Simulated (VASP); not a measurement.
# La (Im-3m) in VASP: a series of runs, part 2 of 2

VASP 6.6.1. The steps go on from the part before.

### Step 4. Single point, BLYP

This run uses another cell than the first one, of 40.70 Å³/atom.

Input file INCAR:

```
SYSTEM = La
PREC     = Accurate       ! precision mode
ENCUT    = 520            ! plane-wave cutoff, eV
EDIFF    = 1E-7           ! SCF threshold, eV
ISMEAR   = -1             ! smearing method
SIGMA    = 0.1            ! smearing width, eV
LREAL    = .FALSE.        ! projectors in reciprocal space
LASPH    = .TRUE.         ! aspherical terms in the spheres
NELM     = 60             ! most SCF steps
ALGO     = Normal         ! electronic algorithm
ISIF     = 2              ! what is computed and relaxed
LWAVE    = .FALSE.        ! write WAVECAR
LCHARG   = .FALSE.        ! write CHGCAR
GGA      = B5             ! functional
ALDAX    = 1.0          
AGGAX    = 1.0          
AGGAC    = 1.0          
ALDAC    = 0.0          
NBANDS   = 12             ! bands
```

Input file KPOINTS:

```
regular mesh
0
G
  17 17 17
  0 0 0
```

Input file POSCAR:

```
La
1.0
   -2.1668574190      2.1668574190      2.1668574190
    2.1668574190     -2.1668574190      2.1668574190
    2.1668574190      2.1668574190     -2.1668574190
La
1
Direct
    0.0000000000      0.0000000000      0.0000000000
```

Potentials or basis: VASP PAW PBE potentials, release 64 (La).

The run is started by

```bash
> cat potpaw_PBE.64/La/POTCAR > POTCAR
> mpirun -np 1 vasp_std > vasp.out
```

OUTCAR:

```text
SYSTEM = La
   PREC = Accurate
   ENCUT = 520
   EDIFF = 1E-7
   ISMEAR = -1
   LREAL = .FALSE.
   LASPH = .TRUE.
   NELM = 60
   ISIF = 2
   GGA = B5

 ion  position               nearest neighbor table
   1  0.000  0.000  0.000-

  LATTYP: Found a body centered cubic cell.
 ALAT       =     4.3337148380

  Lattice vectors:

 A1 = (  -2.1668574190,   2.1668574190,   2.1668574190)
 A2 = (   2.1668574190,  -2.1668574190,   2.1668574190)
 A3 = (   2.1668574190,   2.1668574190,  -2.1668574190)

Analysis of symmetry for initial positions (statically):
=====================================================================
 Subroutine PRICEL returns:
 Original cell was already a primitive cell.

 Routine SETGRP: Setting up the symmetry group for a
 body centered cubic supercell.

 Subroutine GETGRP returns: Found 48 space group operations
 (whereof 48 operations were pure point group operations)
 out of a pool of 48 trial point group operations.

The static configuration has the point symmetry O_h .

Analysis of symmetry for dynamics (positions and initial velocities):
=====================================================================
 Subroutine PRICEL returns:
 Original cell was already a primitive cell.

 Routine SETGRP: Setting up the symmetry group for a
 body centered cubic supercell.

 Subroutine GETGRP returns: Found 48 space group operations
 (whereof 48 operations were pure point group operations)
 out of a pool of 48 trial point group operations.

The dynamic configuration has the point symmetry O_h .

 Subroutine INISYM returns: Found 48 space group operations
 (whereof 48 operations are pure point group operations),
 and found     1 'primitive' translations

----------------------------------------------------------------------------------------

                                     Primitive cell
[... 107 lines left out ...]
   IMIX   =      4    mixing-type and parameters
     AMIX     =   0.40;   BMIX     =  1.00
     AMIX_MAG =   1.60;   BMIX_MAG =  1.00
  volume/ion in A,a.u.               =      40.70       274.63
  Fermi-wavevector in a.u.,A,eV,Ry     =   1.058495  2.000265 15.244120  1.120411
  Thomas-Fermi vector in A             =   2.193806
   LORBIT       =      0    0 simple, 1 ext, 2 COOP (PROOUT), +10 PAW based schemes
   GGA     = B5    functional components
   LHFCALC =     F    Hartree Fock is set to
   AEXX    =    0.0000 exact exchange contribution
   IVDW    =     0    specifies the selected vdW correction
   LEPSILON=     F    determine dielectric tensor
   LRPA    =     F    only Hartree local field effects (RPA)
 non-spin polarized calculation
  energy-cutoff  :      520.00
  volume of cell :       40.70
 maximum number of plane-waves:      1118
   NGX = 13   NGY = 13   NGZ = 13

 number of electron      11.0000000 magnetization

 Free energy of the ion-electron system (eV)
  ---------------------------------------------------
  ext. energy  EPLUGINS =         0.00000000
  ---------------------------------------------------
  free energy    TOTEN  =        -3.88143165 eV

  energy without entropy =       -3.78848214  energy(sigma->0) =       -3.83495689

 E-fermi :   7.5614     XC(G=0):  -8.6527

 val. band max:        7.5564657589   @ k =  -0.3529  -0.4706   0.0588
 cond. band min:       7.5642421173   @ k =  -0.4118   0.4118   0.0588
 fundamental gap:      0.0077763584
 Fermi energy:         7.5613927604

 k-point     1 :       0.0000    0.0000    0.0000
  band No.  band energies     occupation
      1     -25.5097      2.00000
      2      -8.6546      2.00000
      3      -8.6546      2.00000
      4      -8.6546      2.00000
      5       4.4080      2.00000
      6       8.7497      0.00001
      7       8.7497      0.00001
      8       8.7497      0.00001
      9       8.8882      0.00000
     10       8.8882      0.00000
     11       8.8882      0.00000
     12       9.3293      0.00000
[... 331 lines left out ...]
 k-point    24 :       0.1765    0.1765    0.0000
  band No.  band energies     occupation
      1     -25.4126      2.00000
      2      -9.3342      2.00000
      3      -8.8811      2.00000
      4      -8.7268      2.00000
      5       6.2370      2.00000
      6       7.6600      0.54324
      7       7.9442      0.04257
      8       8.7867      0.00001
      9       9.0171      0.00000
     10       9.0765      0.00000
     11       9.1442      0.00000
     12       9.2996      0.00000

 [... further k-points ...]
[... 5 lines left out ...]
  --------------------------------------------------------------------------------------
  -------------------------------------------------------------------------------------
  Total       -0.0169479     -0.0169479     -0.0169479     -0.0000000      0.0000000     -0.0000000
  in kB       -0.6672290     -0.6672290     -0.6672290     -0.0000000      0.0000000     -0.0000000
  external PRESSURE =      -0.6672290 kB  Pullay stress =       0.0000000 kB

 VOLUME and BASIS-vectors are now :
 -----------------------------------------------------------------------------
  energy-cutoff  :      520.00
  volume of cell :       40.70
      direct lattice vectors                 reciprocal lattice vectors
    -2.166857419  2.166857419  2.166857419     0.000000000  0.230748916  0.230748916
     2.166857419 -2.166857419  2.166857419     0.230748916  0.000000000  0.230748916
     2.166857419  2.166857419 -2.166857419     0.230748916  0.230748916  0.000000000

 POSITION                                       TOTAL-FORCE (eV/Angst)
 -----------------------------------------------------------------------------------
      0.00000      0.00000      0.00000         0.000000     -0.000000     -0.000000
 -----------------------------------------------------------------------------------
    total drift:                                0.000000     -0.000000     -0.000000

  FREE ENERGIE OF THE ION-ELECTRON SYSTEM (eV)
  ---------------------------------------------------
  free  energy   TOTEN  =        -3.8814316469 eV

  energy  without entropy=       -3.7884821385  energy(sigma->0) =       -3.83495689
```

OSZICAR:

```text
N       E                     dE             d eps       ncg     rms          rms(c)
DAV:   1     0.101881077673E+03    0.10188E+03   -0.37413E+03  3968   0.114E+03
DAV:   2     0.287929941368E+01   -0.99002E+02   -0.95328E+02  5168   0.177E+02
DAV:   3    -0.345619334331E+01   -0.63355E+01   -0.60627E+01  5360   0.746E+01
DAV:   4    -0.385537692544E+01   -0.39918E+00   -0.38398E+00  7484   0.132E+01
DAV:   5    -0.386644434433E+01   -0.11067E-01   -0.11006E-01  6680   0.222E+00    0.238E+00
DAV:   6    -0.387963534276E+01   -0.13191E-01   -0.17957E-02  6488   0.116E+00    0.150E+00
DAV:   7    -0.389549336646E+01   -0.15858E-01   -0.14981E-01  7680   0.320E+00    0.561E-01
DAV:   8    -0.388124170837E+01    0.14252E-01   -0.14192E-01  7032   0.274E+00    0.123E-01
DAV:   9    -0.388136405036E+01   -0.12234E-03   -0.49007E-03  6276   0.498E-01    0.396E-02
DAV:  10    -0.388143121289E+01   -0.67163E-04   -0.32691E-04  7152   0.123E-01    0.174E-02
DAV:  11    -0.388143439216E+01   -0.31793E-05   -0.31443E-05  7608   0.403E-02    0.651E-03
DAV:  12    -0.388143247355E+01    0.19186E-05   -0.80385E-06  7784   0.204E-02    0.105E-03
DAV:  13    -0.388143190520E+01    0.56835E-06   -0.12080E-06  7528   0.746E-03    0.101E-03
DAV:  14    -0.388143172660E+01    0.17860E-06   -0.32711E-08  4180   0.163E-03    0.783E-04
DAV:  15    -0.388143164689E+01    0.79710E-07   -0.39270E-08  4084   0.176E-03
   1 F= -.38814316E+01 E0= -.38349569E+01  d E =-.929495E-01
```

Wall time 2.5 min (1 thread of Intel Xeon Platinum 8375C at 2.90GHz (Ice Lake), shared host); peak memory 0.24 GiB.

Results:

| Property | Result |
| --- | --- |
| Free energy | -3.8814 eV |
| Pressure | -0.1 GPa |
| Band gap on the k mesh | zero (an odd number of electrons rules out a gap without spin polarisation) |

Levels at points of the mesh, in eV from the Fermi level:
```csv
k point,band 4,band 5,band 6,band 7,band 8,band 9
"(0.00, 0.00, 0.00)",-16.22,-3.15,1.19,1.19,1.19,1.33
```

Caveat: the PAW data sets were made with another functional, which shifts forces and pressure a little; spin-orbit coupling is left out, which moves the levels of the heavy elements.

### Step 5. Overview

```csv
cell,k mesh,gap on the mesh (eV),pressure (GPa)
"a = 3.851 Å, angles 109.5°, 1 atom",12 × 12 × 12,none,-1.8
"a = 3.898 Å, angles 109.5°, 1 atom",12 × 12 × 12,none,-2.8
"a = 3.753 Å, angles 109.5°, 1 atom",17 × 17 × 17,none,-0.1
```

Alike in all rows: task single point; level BLYP; potentials or basis VASP PAW PBE potentials, release 64 (La); no spin polarisation; cutoff (eV) 520; smearing fermi-dirac 0.1 eV.

Caveats: the PAW data sets were made with another functional, which shifts forces and pressure a little; spin-orbit coupling is left out, which moves the levels of the heavy elements.

Absolute energies hang on the potentials; compare differences alone.
